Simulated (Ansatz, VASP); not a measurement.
**One calculation of SiC, two programs**

```xyz
8
Lattice="3.2385 0.0000 0.0000 -1.6193 2.8046 0.0000 0.0000 0.0000 9.8591" Properties=species:S:1:pos:R:3 pbc="T T T"
Si    1.6193    0.9349    9.2463
Si    0.0000    1.8697    4.3167
Si    0.0000    0.0000    6.7821
Si    0.0000    0.0000    1.8525
C     1.6193    0.9349    7.3924
C     0.0000    1.8697    2.4629
C     0.0000    0.0000    4.9340
C     0.0000    0.0000    0.0044
```

Alike in both runs: task single point; functional PBE; k mesh 12 × 12 × 4; occupations gaussian, width 0.05 eV; no spin polarisation.

|  | VASP | Ansatz |
| --- | --- | --- |
| version | VASP 6.6.1 | Ansatz 0.2.0 |
| potentials or method | VASP PAW PBE potentials, release 64 (Si, C), cutoff 520 eV | scalar-relativistic, plane waves, PAW |
| valence electrons in the cell | 32 | 32 |

|  | VASP | Ansatz | Ansatz less VASP |
| --- | --- | --- | --- |
| gap on the k mesh at the Fermi level (eV) | 1.83 | 1.83 | +0.007 |
| least direct gap on the mesh (eV) | 2.88 | 2.89 | +0.004 |
| pressure (GPa) | -10.7 | -10.7 | 0.00 |
| traceless stress, the component that is largest in VASP (GPa) | 23.14 | 23.06 | -0.089 |
| rms of the force components (eV/Å) | 0.373 | 0.374 | +0.0002 |

Atom by atom the forces differ by 0.001 eV/Å (rms over components).
